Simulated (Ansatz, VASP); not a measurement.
## Pd: VASP beside Ansatz

```
Pd
1.0
    -1.57228    1.57228    1.57228
     1.57228   -1.57228    1.57228
     1.57228    1.57228   -1.57228
Pd
1
Direct
  0.00000 0.00000 0.00000
```

Alike in both runs: task single point; functional LDA; k mesh 10 × 10 × 10; no spin polarisation.

```csv
,VASP,Ansatz
version,VASP 6.6.1,Ansatz 0.2.0
potentials or method,"VASP PAW LDA potentials, release 64 (Pd), cutoff 520 eV",all-electron (LAPW or listed datasets)
occupations,"fermi-dirac, width 0.1 eV",fermi-dirac
```

```csv
,VASP,Ansatz,Ansatz less VASP
gap on the k mesh at the Fermi level (eV),none,none,-
pressure (GPa),-14.7,-15.0,-0.27
```

LDA's correlation is that of Perdew and Zunger in VASP and of Perdew and Wang (1992) in Ansatz. A gap of «none» marks a metal or a gap that the smearing closes. Ansatz ran all-electron here, and VASP with PAW potentials.
